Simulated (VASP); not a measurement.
Here is a VASP 6.6.1 calculation.

Contents of INCAR:

```
  ALGO = Fast
  EDIFF = 1E-6
  ENCUT = 520
  GGA = PS
  ISIF = 2
  ISMEAR = 0
  LASPH = True
  LCHARG = False
  LREAL = False
  LWAVE = False
  NBANDS = 13
  NELM = 80
  PREC = Accurate
  SIGMA = 0.1
```

Contents of KPOINTS:

```
k-points
0
Gamma
  10 10 10
```

The input POSCAR:

```
Mo
1.0
   -1.5282568015      1.5282568015      1.5282568015
    1.5282568015     -1.5282568015      1.5282568015
    1.5282568015      1.5282568015     -1.5282568015
Mo
1
Direct
    0.0000000000      0.0000000000      0.0000000000
```

Potentials or basis: VASP PAW PBE potentials, release 64 (Mo_sv).

The run is started by

```bash
$ cat potpaw_PBE.64/Mo_sv/POTCAR > POTCAR
$ mpirun -np 1 vasp_std > vasp.out
```

Estimate the band gap on the k mesh.

zero (band 7 reaches 18.55 eV, above the bottom of band 8 at 12.44 eV).

Predict the pressure.

22.8 GPa.

Caveat: the PAW data sets were made with another functional, which shifts forces and pressure a little.
